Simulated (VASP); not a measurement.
# Ge4P (I-43m) in VASP: further runs

Runs on Ge4P. Level: PBE. Tasks: single point, relaxation of cell and atoms.

Everything below comes from runs of VASP 6.6.1. Logs are shortened: lines on timing, memory, paths and dates and some standing lists are left out, and cuts for length are marked.

## 1. The cell of the first run

The structure is cubic, space group I-43m (No. 217). Conventional cell: a = 5.845 Å, b = 5.845 Å, c = 5.845 Å, α = 90.00°, β = 90.00°, γ = 90.00°. Within 3.1 Å of Ge (site symmetry 3m) lie 2 P at 2.34 to 2.72 Å and 6 Ge at 2.94 Å. P (site symmetry -43m) has 8 Ge at 2.34 to 2.72 Å within 3.1 Å.

The cell was generated, and may not be a known phase.

## 2. Single point, PBE

Contents of INCAR:

```
ALGO = Normal
EDIFF = 1E-6
ENCUT = 520
GGA = PE
ISIF = 2
ISMEAR = 0
LASPH = T
LCHARG = F
LREAL = F
LWAVE = F
NBANDS = 38
NELM = 80
PREC = Accurate
SIGMA = 0.1
```

Contents of KPOINTS:

```
k-points
0
Gamma
  4 4 4
```

Contents of POSCAR:

```
Ge4P
1.0
   -2.9225232100      2.9225232100      2.9225232100
    2.9225232100     -2.9225232100      2.9225232100
    2.9225232100      2.9225232100     -2.9225232100
Ge P
4 1
Direct
    0.4623058100      0.4623058100      0.4623058100
    0.0000000000      0.0000000000      0.5376941900
    0.0000000000      0.5376941900      0.0000000000
    0.5376941900      0.0000000000      0.0000000000
    0.0000000000      0.0000000000      0.0000000000
```

Potentials or basis: VASP PAW PBE potentials, release 64 (Ge_d, P).

Run with:

```sh
$ cat potpaw_PBE.64/Ge_d/POTCAR potpaw_PBE.64/P/POTCAR > POTCAR
$ mpirun -np 1 vasp_std > vasp.out
```

OUTCAR:

```text
EDIFF = 1E-6
   ENCUT = 520
   GGA = PE
   ISIF = 2
   ISMEAR = 0
   LASPH = T
   LREAL = F
   NELM = 80
   PREC = Accurate

 ion  position               nearest neighbor table
   1  0.462  0.462  0.462-   5 2.34   5 2.72
   2  0.000  0.000  0.538-   5 2.34   5 2.72
   3  0.000  0.538  0.000-   5 2.34   5 2.72
   4  0.538  0.000  0.000-   5 2.34   5 2.72
   5  0.000  0.000  0.000-   1 2.34   2 2.34   3 2.34   4 2.34   3 2.72   2 2.72   4 2.72   1 2.72

  LATTYP: Found a body centered cubic cell.
 ALAT       =     5.8450464200

  Lattice vectors:

 A1 = (  -2.9225232100,   2.9225232100,   2.9225232100)
 A2 = (   2.9225232100,  -2.9225232100,   2.9225232100)
 A3 = (   2.9225232100,   2.9225232100,  -2.9225232100)

Analysis of symmetry for initial positions (statically):
=====================================================================
 Subroutine PRICEL returns:
 Original cell was already a primitive cell.

 Routine SETGRP: Setting up the symmetry group for a
 body centered cubic supercell.

 Subroutine GETGRP returns: Found 24 space group operations
 (whereof 24 operations were pure point group operations)
 out of a pool of 48 trial point group operations.

The static configuration has the point symmetry T_d .

Analysis of symmetry for dynamics (positions and initial velocities):
=====================================================================
 Subroutine PRICEL returns:
 Original cell was already a primitive cell.

 Routine SETGRP: Setting up the symmetry group for a
 body centered cubic supercell.

 Subroutine GETGRP returns: Found 24 space group operations
 (whereof 24 operations were pure point group operations)
 out of a pool of 48 trial point group operations.

The dynamic configuration has the point symmetry T_d .

 Subroutine INISYM returns: Found 24 space group operations
 (whereof 24 operations are pure point group operations),
 and found     1 'primitive' translations

----------------------------------------------------------------------------------------

                                     Primitive cell

  volume of cell :      99.8467

  direct lattice vectors                    reciprocal lattice vectors
    -2.922523210  2.922523210  2.922523210     0.000000000  0.171085040  0.171085040
     2.922523210 -2.922523210  2.922523210     0.171085040  0.000000000  0.171085040
     2.922523210  2.922523210 -2.922523210     0.171085040  0.171085040  0.000000000

[... 73 lines left out ...]
   LREAL  =      F    real-space projection
   EDIFFG = 0.1E-04   stopping-criterion for IOM
   NSW    =      0    number of steps for IOM
   IBRION =     -1    ionic relax: 0-MD 1-quasi-New 2-CG
   NFREE  =      0    steps in history (QN), initial steepest desc. (CG)
   ISIF   =      2    stress and relaxation
   ISYM   =      2    0-nonsym 1-usesym 2-fastsym
   POTIM  = 0.5000    time-step for ionic-motion
   TEBEG  =    0.0;   TEEND  =   0.0 temperature during run
   PSTRESS=    0.0 pullay stress
   NELECT =      61.0000    total number of electrons
   NUPDOWN=      -1.0000    fix difference up-down
   EMIN   =  10.00;   EMAX   =-10.00  energy-range for DOS
   EFERMI =   0.00;   METHOD = LEGACY
   ISMEAR =     0;   SIGMA  =   0.10  broadening in eV -4-tet -1-fermi 0-gaus
   EFERMI_NEDOS =   21; number of points for ismear=-14 and -15
   IALGO  =     38    algorithm
   IMIX   =      4    mixing-type and parameters
     AMIX     =   0.40;   BMIX     =  1.00
     AMIX_MAG =   1.60;   BMIX_MAG =  1.00
  volume/ion in A,a.u.               =      19.97       134.76
  Fermi-wavevector in a.u.,A,eV,Ry     =   1.389121  2.625058 26.254587  1.929658
  Thomas-Fermi vector in A             =   2.513182
   LORBIT       =      0    0 simple, 1 ext, 2 COOP (PROOUT), +10 PAW based schemes
   GGA     = PE    functional components
   LHFCALC =     F    Hartree Fock is set to
   AEXX    =    0.0000 exact exchange contribution
   IVDW    =     0    specifies the selected vdW correction
   LEPSILON=     F    determine dielectric tensor
   LRPA    =     F    only Hartree local field effects (RPA)
 non-spin polarized calculation
 Gauss-broadening in eV      SIGMA  =   0.10
  energy-cutoff  :      520.00
  volume of cell :       99.85
 maximum number of plane-waves:      2731
 NGX is ok and might be reduce to    40
   NGX = 19   NGY = 19   NGZ = 19

 number of electron      61.0000068 magnetization

 Free energy of the ion-electron system (eV)
  ---------------------------------------------------
  ext. energy  EPLUGINS =         0.00000000
  ---------------------------------------------------
  free energy    TOTEN  =       -20.50893151 eV

  energy without entropy =      -20.47964394  energy(sigma->0) =      -20.49428772

 E-fermi :   6.1615     XC(G=0): -10.5888

 val. band max:        6.1574938784   @ k =   0.2500   0.2500   0.2500
 cond. band min:       6.1639643107   @ k =   0.2500   0.2500   0.0000
 fundamental gap:      0.0064704324
 Fermi energy:         6.1614702013

 k-point     1 :       0.0000    0.0000    0.0000
  band No.  band energies     occupation
      1     -18.7016      2.00000
      2     -18.6976      2.00000
      3     -18.6976      2.00000
      4     -18.6553      2.00000
      5     -18.6553      2.00000
      6     -18.6470      2.00000
[... 317 lines left out ...]
     37      11.9783      0.00000
     38      12.9342      0.00000

------------------------ aborting loop because EDIFF is reached ----------------------------------------

  FORCE on cell =-STRESS in cart. coord.  units (eV):
  Direction    XX          YY          ZZ          XY          YZ          ZX
  --------------------------------------------------------------------------------------
  -------------------------------------------------------------------------------------
  Total        4.4601151      4.4601151      4.4601151      0.0000000      0.0000000     -0.0000000
  in kB       71.5686382     71.5686382     71.5686382      0.0000000      0.0000000     -0.0000000
  external PRESSURE =      71.5686382 kB  Pullay stress =       0.0000000 kB

 VOLUME and BASIS-vectors are now :
 -----------------------------------------------------------------------------
  energy-cutoff  :      520.00
  volume of cell :       99.85
      direct lattice vectors                 reciprocal lattice vectors
    -2.922523210  2.922523210  2.922523210     0.000000000  0.171085040  0.171085040
     2.922523210 -2.922523210  2.922523210     0.171085040  0.000000000  0.171085040
     2.922523210  2.922523210 -2.922523210     0.171085040  0.171085040  0.000000000

 POSITION                                       TOTAL-FORCE (eV/Angst)
 -----------------------------------------------------------------------------------
      1.35110      1.35110      1.35110         0.198367      0.198367      0.198367
      1.57142      1.57142     -1.57142        -0.198367     -0.198367      0.198367
      1.57142     -1.57142      1.57142        -0.198367      0.198367     -0.198367
     -1.57142      1.57142      1.57142         0.198367     -0.198367     -0.198367
      0.00000      0.00000      0.00000         0.000000     -0.000000     -0.000000
 -----------------------------------------------------------------------------------
    total drift:                               -0.000003     -0.000003     -0.000003

  FREE ENERGIE OF THE ION-ELECTRON SYSTEM (eV)
  ---------------------------------------------------
  free  energy   TOTEN  =       -20.5089315065 eV

  energy  without entropy=      -20.4796439429  energy(sigma->0) =      -20.49428772
```

Run time: 70 s. Hardware: 1 thread of Oxide Virtual Turin-like, shared host; peak memory 0.19 GiB.

Results:

| Property | Result |
| --- | --- |
| Free energy | -20.5089 eV |
| Pressure | 7.2 GPa |
| Largest force | 0.344 eV/Å |
| Band gap on the k mesh | zero (an odd number of electrons rules out a gap without spin polarisation) |

Forces on the atoms (eV/Å):
```
Ge   0.198  0.198  0.198
Ge  -0.198 -0.198  0.198
Ge  -0.198  0.198 -0.198
Ge   0.198 -0.198 -0.198
P    0.000  0.000  0.000
```

Caveat: the k points lie up to 0.38 Å⁻¹ apart, too coarse for converged energies and pressures of a metal; an odd number of electrons without spin polarisation forces a metal; a magnetic or distorted state may lie lower.

## 3. Single point, PBE

This run uses another cell than the first one, of 22.16 Å³/atom.

Contents of INCAR:

```
SYSTEM = Ge4P
PREC = Accurate
ENCUT = 520
EDIFF = 1E-6
ISMEAR = 0
SIGMA = 0.1
LREAL = .FALSE.
LASPH = .TRUE.
NELM = 80
ALGO = Normal
ISIF = 2
LWAVE = .FALSE.
LCHARG = .TRUE.
GGA = PE
LELF = .TRUE.
LVHAR = .TRUE.
NBANDS = 38
```

Contents of KPOINTS:

```
regular mesh
0
G
  4 4 4
  0 0 0
```

Contents of POSCAR:

```
Ge4P
1.0
   -3.0259153919      3.0259153919      3.0259153919
    3.0259153919     -3.0259153919      3.0259153919
    3.0259153919      3.0259153919     -3.0259153919
Ge P
4 1
Direct
    0.4645326811      0.4645326811      0.4645326811
    0.0000000000      0.0000000000      0.5354673189
    0.0000000000      0.5354673189      0.0000000000
    0.5354673189      0.0000000000      0.0000000000
    0.0000000000      0.0000000000      0.0000000000
```

Potentials or basis: VASP PAW PBE potentials, release 64 (Ge_d, P).

Run with:

```sh
$ cat potpaw_PBE.64/Ge_d/POTCAR potpaw_PBE.64/P/POTCAR > POTCAR
$ mpirun -np 1 vasp_std > vasp.out
```

Run time: 82 s. Hardware: 1 thread of Oxide Virtual Turin-like, shared host; peak memory 0.18 GiB.

Results (log left out):

- Free energy: -20.7443 eV
- Pressure: 0.0 GPa
- Largest force: 0.004 eV/Å
- Band gap on the k mesh: zero (an odd number of electrons rules out a gap without spin polarisation)

Forces in eV/Å, atoms in the order of the input:
```
Ge  -0.002 -0.002 -0.002
Ge   0.002  0.002 -0.002
Ge   0.002 -0.002  0.002
Ge  -0.002  0.002  0.002
P    0.000  0.000  0.000
```

Levels at points of the mesh, in eV from the Fermi level:
| k point | band 27 | band 28 | band 29 | band 30 | band 31 | band 32 | band 33 | band 34 |
| --- | --- | --- | --- | --- | --- | --- | --- | --- |
| (0.00, 0.00, 0.00) | -5.37 | -5.37 | -2.07 | -2.07 | -2.07 | 2.44 | 2.44 | 3.06 |
| (0.50, 0.00, 0.00) | -1.77 | -1.39 | -1.12 | -0.70 | -0.42 | 0.46 | 0.87 | 1.57 |
| (0.50, 0.50, 0.50) | -3.64 | -1.02 | -1.02 | -1.02 | -0.10 | -0.10 | -0.10 | 1.96 |

Caveat: the k points lie up to 0.37 Å⁻¹ apart, too coarse for converged energies and pressures of a metal; an odd number of electrons without spin polarisation forces a metal; a magnetic or distorted state may lie lower.

## 4. Relaxation of cell and atoms, PBE

Contents of INCAR:

```
PREC = Accurate
ENCUT = 600
EDIFF = 1E-6
ISMEAR = 0
SIGMA = 0.1
LREAL = False
LASPH = True
NELM = 100
ALGO = Normal
ISIF = 3
LWAVE = False
LCHARG = False
GGA = PE
IBRION = 2
NSW = 90
EDIFFG = -0.04
```

Contents of KPOINTS:

```
regular mesh
0
Gamma
  4 4 4
```

Contents of POSCAR:

```
Ge4P
1.0
   -2.9225232100      2.9225232100      2.9225232100
    2.9225232100     -2.9225232100      2.9225232100
    2.9225232100      2.9225232100     -2.9225232100
Ge P
4 1
Direct
    0.4623058100      0.4623058100      0.4623058100
    0.0000000000      0.0000000000      0.5376941900
    0.0000000000      0.5376941900      0.0000000000
    0.5376941900      0.0000000000      0.0000000000
    0.0000000000      0.0000000000      0.0000000000
```

Run with:

```sh
$ cat potpaw_PBE.64/Ge_d/POTCAR potpaw_PBE.64/P/POTCAR > POTCAR
$ mpirun -np 1 vasp_std > vasp.out
```

It took 3.1 min on 1 thread of Oxide Virtual Turin-like, shared host; peak memory 0.2 GiB.

It converged, with:

| Quantity | Value |
| --- | --- |
| Free energy | -20.7439 eV |
| Relaxed volume | 22.16 Å³/atom |
| Relaxed cell | a = 5.241 Å, b = 5.241 Å, c = 5.241 Å, α = 109.47°, β = 109.47°, γ = 109.47° |
| Space group after relaxing (to 0.1 Å) | I-43m (No. 217) |
| Energy gained by relaxing | 46.9 meV/atom |
| Ionic steps | 3 |
| Pressure after relaxing | 0.0 GPa |
| Largest force after relaxing | 0.008 eV/Å |
| Band gap on the k mesh | zero (an odd number of electrons rules out a gap without spin polarisation) |

Forces in eV/Å, atoms in the order of the input:
```
Ge  -0.005 -0.005 -0.005
Ge   0.005  0.005 -0.005
Ge   0.005 -0.005  0.005
Ge  -0.005  0.005  0.005
P    0.000  0.000  0.000
```

Step by step:
| step | energy change (eV) | largest force (eV/Å) | pressure (GPa) | volume (Å³) |
| --- | --- | --- | --- | --- |
| 1 | 0.0000 | 0.3434 | 7.21 | 99.85 |
| 2 | -0.2241 | 0.0753 | -1.16 | 113.40 |
| 3 | -0.2344 | 0.0084 | -0.03 | 110.80 |

Final structure:
```
CELL_PARAMETERS angstrom
-3.02574 3.02574 3.02574
3.02574 -3.02574 3.02574
3.02574 3.02574 -3.02574
ATOMIC_POSITIONS crystal
Ge 0.46500 0.46500 0.46500
Ge 0.00000 0.00000 0.53500
Ge 0.00000 0.53500 0.00000
Ge 0.53500 0.00000 0.00000
P 0.00000 0.00000 0.00000
```

Levels at points of the mesh, in eV from the Fermi level:
```
           k point  band 26  band 27  band 28  band 29  band 30  band 31  band 32  band 33  band 34  band 35
(0.00, 0.00, 0.00)    -5.37    -5.37    -5.37    -2.07    -2.07    -2.07     2.44     2.44     3.06     3.06
(0.50, 0.00, 0.00)    -5.44    -1.77    -1.39    -1.12    -0.69    -0.42     0.46     0.87     1.57     1.82
(0.50, 0.50, 0.50)    -4.41    -3.65    -1.02    -1.02    -1.02    -0.10    -0.10    -0.10     1.95     5.31
```

Caveat: the k points lie up to 0.37 Å⁻¹ apart in the final cell, too coarse for converged energies and pressures of a metal; an odd number of electrons without spin polarisation forces a metal; a magnetic or distorted state may lie lower.

## 5. Relaxation of cell and atoms, PBE

This run uses another cell than the first one, of 22.16 Å³/atom.

Contents of INCAR:

```
SYSTEM = Ge4P
ALGO = Fast ; EDIFF = 1E-7
EDIFFG = -0.01 ; ENCUT = 600
GGA = PE ; IBRION = 2
ISIF = 3 ; ISMEAR = 0
LASPH = .True. ; LCHARG = .False.
LREAL = .False. ; LWAVE = .False.
NELM = 80 ; NSW = 100
PREC = Accurate ; SIGMA = 0.1
```

Contents of KPOINTS:

```
k-points
0
Gamma
  10 10 10
  0 0 0
```

Contents of POSCAR:

```
Ge4P
1.0
   -3.0259153919      3.0259153919      3.0259153919
    3.0259153919     -3.0259153919      3.0259153919
    3.0259153919      3.0259153919     -3.0259153919
Ge P
4 1
Direct
    0.4645326811      0.4645326811      0.4645326811
    0.0000000000      0.0000000000      0.5354673189
    0.0000000000      0.5354673189      0.0000000000
    0.5354673189      0.0000000000      0.0000000000
    0.0000000000      0.0000000000      0.0000000000
```

Run with:

```sh
$ cat potpaw_PBE.64/Ge_d/POTCAR potpaw_PBE.64/P/POTCAR > POTCAR
$ mpirun -np 1 vasp_std > vasp.out
```

Wall time 48 min (1 thread of Oxide Virtual Turin-like, shared host); peak memory 0.37 GiB.

Results (log left out):

```
Free energy                           : -21.0817 eV
Relaxed volume                        : 21.46 Å³/atom
Relaxed cell                          : a = 5.185 Å, b = 5.185 Å, c = 5.185 Å, α = 109.47°, β = 109.47°, γ = 109.47°
Space group after relaxing (to 0.1 Å) : I-43m (No. 217)
Energy gained by relaxing             : 7.3 meV/atom
Ionic steps                           : 8
Pressure after relaxing               : 0.0 GPa
Largest force after relaxing          : 0.006 eV/Å
Band gap on the k mesh                : zero (an odd number of electrons rules out a gap without spin polarisation)
```

Forces in eV/Å, atoms in the order of the input:
```
Ge   0.003  0.003  0.003
Ge  -0.003 -0.003  0.003
Ge  -0.003  0.003 -0.003
Ge   0.003 -0.003 -0.003
P    0.000  0.000  0.000
```

Step by step:
| step | energy change (eV) | largest force (eV/Å) | pressure (GPa) | volume (Å³) |
| --- | --- | --- | --- | --- |
| 1 | 0.0000 | 0.1643 | -0.68 | 110.82 |
| 2 | -0.0089 | 0.1690 | -0.09 | 109.31 |
| 3 | -0.0117 | 0.1738 | 0.81 | 107.24 |
| 4 | -0.0167 | 0.1451 | 0.67 | 107.07 |
| 5 | -0.0264 | 0.0820 | 0.78 | 106.56 |
| 6 | -0.0315 | 0.0201 | 0.90 | 105.54 |
| 7 | -0.0357 | 0.0005 | -0.33 | 107.94 |
| 8 | -0.0364 | 0.0056 | 0.00 | 107.28 |

Final structure:
```
CELL_PARAMETERS angstrom
-2.99329 2.99329 2.99329
2.99329 -2.99329 2.99329
2.99329 2.99329 -2.99329
ATOMIC_POSITIONS crystal
Ge 0.48606 0.48606 0.48606
Ge 0.00000 0.00000 0.51394
Ge 0.00000 0.51394 0.00000
Ge 0.51394 0.00000 0.00000
P 0.00000 0.00000 0.00000
```

Levels at points of the mesh, in eV from the Fermi level:
| k point | band 27 | band 28 | band 29 | band 30 | band 31 | band 32 | band 33 | band 34 |
| --- | --- | --- | --- | --- | --- | --- | --- | --- |
| (0.00, 0.00, 0.00) | -5.53 | -5.53 | -2.04 | -2.04 | -2.04 | 2.72 | 2.72 | 3.31 |
| (0.50, 0.00, 0.00) | -1.63 | -1.33 | -0.80 | -0.27 | -0.23 | 0.69 | 0.82 | 1.73 |
| (0.50, 0.50, 0.50) | -3.40 | -0.88 | -0.88 | -0.88 | 0.25 | 0.25 | 0.25 | 2.12 |

Caveat: an odd number of electrons without spin polarisation forces a metal; a magnetic or distorted state may lie lower.

## 6. Summary

| task | cell | k mesh | cutoff (eV) | gap on the mesh (eV) | pressure (GPa) | relaxed volume (Å³/atom) | largest force (eV/Å) |
| --- | --- | --- | --- | --- | --- | --- | --- |
| single point | a = 5.062 Å, angles 109.5°, 5 atoms, atomic positions A | 4 × 4 × 4 | 520 | none | 7.2 | - | 0.34 |
| single point | a = 5.241 Å, angles 109.5°, 5 atoms, atomic positions B | 4 × 4 × 4 | 520 | none | 0.0 | - | - |
| relaxation of cell and atoms | relaxed from a = 5.062 Å, angles 109.5°, 5 atoms, atomic positions A | 4 × 4 × 4 | 600 | none | 0.0 | 22.16 | 0.01 |
| relaxation of cell and atoms | relaxed from a = 5.241 Å, angles 109.5°, 5 atoms, atomic positions B | 10 × 10 × 10 | 600 | none | 0.0 | 21.46 | 0.01 |

Alike in all rows: level PBE; potentials or basis VASP PAW PBE potentials, release 64 (Ge_d, P); no spin polarisation; smearing gaussian 0.1 eV.

Caveats: some runs use coarse meshes; an odd number of electrons without spin polarisation forces a metal; a magnetic or distorted state may lie lower.

Total energies depend on the potentials used, so only differences within one code and one set of settings carry meaning.

The gap in the log of VASP goes by the Fermi energy; the results here count the filled bands.